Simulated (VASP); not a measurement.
# Ru: single point with PBE

The system is Ru.

```xyz
1
Lattice="2.2980 0.0000 0.0000 -1.1490 1.9902 0.0000 0.0000 0.0000 2.1376" Properties=species:S:1:pos:R:3 pbc="T T T"
Ru    0.0000    0.0000    0.0000
```

This cell differs from its parent crystal: volume scaled by 0.65.

```yaml
Program: VASP 6.6.1
Task: single point
Functional: PBE
Potentials_or_basis: VASP PAW PBE potentials, release 64 (Ru_pv)
Cutoff: 520 eV
k_mesh: 17 × 17 × 15
Occupations: fermi-dirac, width 0.05 eV
Spin: no spin polarisation
```

| Property | Result |
| --- | --- |
| Pressure | 289.7 GPa |
| Band gap on the k mesh | zero (band 7 reaches 24.47 eV, above the bottom of band 8 at 17.97 eV) |

Stress tensor (GPa, compression positive):
```
288.63   0.00   0.00
  0.00 288.63   0.00
  0.00   0.00 291.85
```

Levels at points of the mesh, in eV from the Fermi level:
```
           k point  band 4  band 5  band 6  band 7  band 8  band 9  band 10  band 11
(0.00, 0.00, 0.00)   -9.87   -9.46   -4.43   -4.43    3.62    3.62    10.66    14.22
```

It took 16 s on 1 thread of Intel(R) Xeon(R) Platinum 8488C (Sapphire Rapids), on a shared host, peak memory 0.15 GiB.
